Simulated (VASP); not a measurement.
Here is a VASP 6.6.1 calculation.

File INCAR:

```
PREC     = Accurate       # precision mode
ENCUT    = 600            # plane-wave cutoff, eV
EDIFF    = 1E-6           # SCF threshold, eV
ISMEAR   = 0              # smearing method
SIGMA    = 0.01           # smearing width, eV
LREAL    = False          # projectors in reciprocal space
LASPH    = True           # aspherical terms in the spheres
NELM     = 120            # most SCF steps
ALGO     = Normal         # electronic algorithm
ISIF     = 2              # what is computed and relaxed
LWAVE    = False          # write WAVECAR
LCHARG   = True           # write CHGCAR
GGA      = PS             # functional
LELF     = True           # ELF
LVHAR    = True         
NBANDS   = 35             # bands
GGA_COMPAT= False
```

File KPOINTS:

```
regular mesh
0
Gamma
  6 6 6
```

File POSCAR:

```
SnO2
1.0
    5.8564920740     -0.0071317849      0.0000000522
    3.1146002037      4.9596185182      0.0000000522
   -4.4855461641     -2.4762433806      2.8366608194
Sn O
2 4
Direct
    0.7500000000      0.2500000000      0.5000000000
    0.0000000000      0.0000000000      0.0000000000
    0.7970818045      0.7970818045      0.0000000000
    0.9529181955      0.4529181955      0.5000000000
    0.2029181955      0.2029181955      0.0000000000
    0.5470818045      0.0470818045      0.5000000000
```

Potentials or basis: VASP PAW PBE potentials, release 64 (Sn_d, O).

Launch:

```bash
$ cat potpaw_PBE.64/Sn_d/POTCAR potpaw_PBE.64/O/POTCAR > POTCAR
$ mpirun -np 1 vasp_std > vasp.out
```

(1) What does it give for the pressure?

(2) What does it give for the band gap on the k mesh?

(3) Estimate the largest force.

Results:

(1) 0.4 GPa.

(2) 1.54 eV, indirect (least direct gap 1.90 eV).

(3) 0.026 eV/Å.

Caveat: the PAW data sets were made with another functional, which shifts forces and pressure a little; spin-orbit coupling is left out, which moves the levels of the heavy elements.
